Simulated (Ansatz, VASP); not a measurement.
HfGe: VASP beside Ansatz

```
Hf Ge
1.0
     3.16570    0.00000    0.00000
     0.00000    3.16570    0.00000
     0.00000    0.00000    3.16570
Hf Ge
1 1
Cartesian
  0.0000 0.0000 0.0000
  1.5829 1.5829 1.5829
```

Alike in both runs: task relaxation of cell and atoms; functional PBEsol; k mesh 13 × 13 × 13; occupations fermi-dirac, width 0.05 eV; no spin polarisation.

|  | VASP | Ansatz |
| --- | --- | --- |
| version | VASP 6.6.1 | Ansatz 0.2.0 |
| potentials or method | VASP PAW PBE potentials, release 64 (Hf_pv, Ge_d) | PAW with Ansatz's default frozen-core files, scalar-relativistic |
| plane-wave cutoff (eV) | 600 | 420 |
| valence electrons in the cell | 24 | 40 |

Ansatz gave:

| Quantity | Value |
| --- | --- |
| relaxed volume (Å³/atom) | 18.10 |
| relaxed cell length with the largest relative difference (Å) | 3.308 |

**Question.** Estimate VASP's values.

**Answer.** Relaxed volume (Å³/atom): 18.07; relaxed cell length with the largest relative difference (Å): 3.306.

VASP's potentials were made for PBE, not for PBEsol. VASP's potentials hold 24 valence electrons a cell and Ansatz's 40, so a difference there can come from the potentials and not from the codes.

Spin-orbit coupling is off throughout.
